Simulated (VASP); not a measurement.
# HfSi: single point with PBEsol

The system is HfSi.

```
Hf Si
1.0
     7.05191    0.00000    0.00000
     0.00000    3.89066    0.00000
     0.00000    0.00000    5.34882
Hf Si
4 4
Direct
  0.17685 0.25000 0.12812
  0.32315 0.75000 0.62812
  0.67685 0.25000 0.37188
  0.82315 0.75000 0.87188
  0.04339 0.25000 0.64212
  0.45661 0.75000 0.14212
  0.54339 0.25000 0.85788
  0.95661 0.75000 0.35788
```

| Property | Result |
| --- | --- |
| Program | VASP 6.6.1 |
| Task | single point |
| Functional | PBEsol |
| Potentials or basis | VASP PAW PBE potentials, release 64 (Hf_pv, Si) |
| Cutoff | 520 eV |
| k mesh | 6 × 10 × 8 |
| Occupations | gaussian, width 0.1 eV |
| Spin | no spin polarisation |

```json
{
  "Pressure": "-12.5 GPa",
  "Largest force": "0.006 eV/Å",
  "Band gap on the k mesh": "zero (bands 28 and 29 overlap by 0.39 eV)"
}
```

Forces in eV/Å, atoms in the order of the input:
```
Hf   0.002  0.000 -0.005
Hf  -0.002  0.000 -0.005
Hf   0.002  0.000  0.005
Hf  -0.002  0.000  0.005
Si  -0.001  0.000 -0.003
Si   0.001  0.000 -0.003
Si  -0.001  0.000  0.003
Si   0.001  0.000  0.003
```

Levels at points of the mesh, in eV from the Fermi level:
```tsv
k point	band 24	band 25	band 26	band 27	band 28	band 29	band 30	band 31	band 32	band 33
(0.00, 0.00, 0.00)	-2.10	-0.75	-0.56	-0.28	-0.27	0.32	0.60	0.87	1.17	1.25
(0.50, 0.00, 0.00)	-2.35	-0.86	-0.86	-0.49	-0.49	-0.04	-0.04	0.96	0.96	2.16
(0.00, 0.50, 0.00)	-2.46	-1.99	-1.99	-1.67	-1.67	1.79	1.79	2.15	2.15	2.78
(0.50, 0.50, 0.00)	-3.00	-1.93	-1.93	-1.93	-1.93	2.46	2.46	2.46	2.46	2.99
(0.00, 0.00, 0.50)	-1.62	-1.13	-1.13	-0.29	-0.29	0.77	0.77	0.81	0.81	1.36
(0.50, 0.00, 0.50)	-2.48	-1.20	-1.20	-0.75	-0.75	0.48	0.48	1.15	1.15	1.54
(0.00, 0.50, 0.50)	-2.69	-0.76	-0.76	-0.52	-0.52	0.01	0.01	0.85	0.85	2.61
(0.50, 0.50, 0.50)	-2.56	-1.57	-1.57	-1.57	-1.57	1.78	1.78	1.78	1.78	2.64
```

Wall time 17 min on 1 thread of Oxide Virtual Turin-like Processor, with other jobs on the host, peak memory 0.57 GiB.

Caveat: the cell stands under tension; the PAW data sets were made with another functional, which shifts forces and pressure a little; spin-orbit coupling is left out, which moves the levels of the heavy elements.
